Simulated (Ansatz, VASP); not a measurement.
# Al: VASP beside Ansatz

Contents of INCAR:

```
PREC = Accurate ; ENCUT = 520
EDIFF = 1E-7 ; ISMEAR = 0
SIGMA = 0.15 ; LREAL = False
LASPH = True ; NELM = 80
ALGO = Fast ; ISIF = 2
LWAVE = False ; LCHARG = False
GGA = PS ; NBANDS = 10
```

KPOINTS

```
Automatic mesh
0
Gamma
  24 24 14
```

The input POSCAR:

```
Al
1.0
    2.7075666717      0.0000000000      0.0000000000
   -1.3537833358      2.3448215201      0.0000000000
    0.0000000000      0.0000000000      4.8691820937
Al
2
Direct
    0.6666666667      0.3333333333      0.7500000000
    0.3333333333      0.6666666667      0.2500000000
```

Input for Ansatz:

```yaml
crystal:
  lattice:
    - [2.7075666717, 0.0, 0.0]
    - [-1.3537833358, 2.3448215201, 0.0]
    - [0.0, 0.0, 4.8691820937]
  atoms:
    - { symbol: Al, position: [0.6666666667, 0.3333333333, 0.75] }
    - { symbol: Al, position: [0.3333333333, 0.6666666667, 0.25] }
basis:
  ecutwfc: 420
kpoints:
  mp_grid: { grid: [24, 24, 14] }
hamiltonian:
  xc: pbesol
scf:
  occupations: { method: gaussian, width: 0.15 }
output:
  forces: true
  stress: true
  eigenvalues: true
```

Change from the starting cell: strain -0.050 along x and y, +0.050 along z, atoms carried along.

Alike in both runs: task single point; functional PBEsol; k mesh 24 × 24 × 14; occupations gaussian, width 0.15 eV; no spin polarisation.

|  | VASP | Ansatz |
| --- | --- | --- |
| version | VASP 6.6.1 | Ansatz 0.2.0 |
| potentials or method | VASP PAW PBE potentials, release 64 (Al), cutoff 520 eV | scalar-relativistic, plane waves, PAW |
| valence electrons in the cell | 6 | 6 |

|  | VASP | Ansatz | Ansatz less VASP |
| --- | --- | --- | --- |
| gap on the k mesh at the Fermi level (eV) | none | none | - |
| pressure (GPa) | 6.0 | 5.9 | -0.09 |
| traceless stress, the component that is largest in VASP (GPa) | -5.49 | -5.44 | +0.048 |

VASP's potentials were made for PBE, not for PBEsol. A gap of «none» marks a metal or a gap that the smearing closes.
